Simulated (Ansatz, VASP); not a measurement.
**In: VASP beside Ansatz**

```
In
1.0
     3.27894    0.00000    0.00000
    -1.63947    2.83965    0.00000
     0.00000    0.00000    5.41575
In
2
Cartesian
  0.0000 1.8931 1.3539
  1.6395 0.9465 4.0618
```

Alike in both runs: task single point; functional r2SCAN; k mesh 8 × 8 × 4; occupations fermi-dirac, width 0.1 eV; no spin polarisation.

```csv
,VASP,Ansatz
version,VASP 6.6.1,Ansatz 0.2.0
potentials or method,"VASP PAW PBE potentials, release 64 (In_d), cutoff 520 eV","plane waves, PAW"
valence electrons in the cell,26,26
```

|  | VASP | Ansatz | Ansatz less VASP |
| --- | --- | --- | --- |
| pressure (GPa) | 2.2 | 2.2 | -0.04 |
| traceless stress, the component that is largest in VASP (GPa) | 1.18 | 1.18 | +0.001 |

VASP's potentials were made for PBE, not for r2SCAN.
